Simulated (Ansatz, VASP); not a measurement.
# W in VASP and in Ansatz

```
W
1.0
    -1.51744    1.51744    1.63723
     1.51744   -1.51744    1.63723
     1.51744    1.51744   -1.63723
W
1
Cartesian
  0.0000 0.0000 0.0000
```

Change from the starting cell: strain -0.050 along x and y, +0.025 along z, atoms carried along.

Alike in both runs: task single point; functional PBE; k mesh 20 × 20 × 20; occupations gaussian, width 0.15 eV; no spin polarisation.

```csv
,VASP,Ansatz
version,VASP 6.6.1,Ansatz 0.2.0
potentials or method,"VASP PAW PBE potentials, release 64 (W_sv), cutoff 520 eV","scalar-relativistic, plane waves, PAW"
valence electrons in the cell,14,14
```

|  | VASP | Ansatz | Ansatz less VASP |
| --- | --- | --- | --- |
| gap on the k mesh at the Fermi level (eV) | none | none | - |
| pressure (GPa) | 25.2 | 24.4 | -0.81 |
| traceless stress, the component that is largest in VASP (GPa) | -16.79 | -16.81 | -0.020 |

A gap of «none» marks a metal or a gap that the smearing closes.

Neither program's run includes spin-orbit coupling.
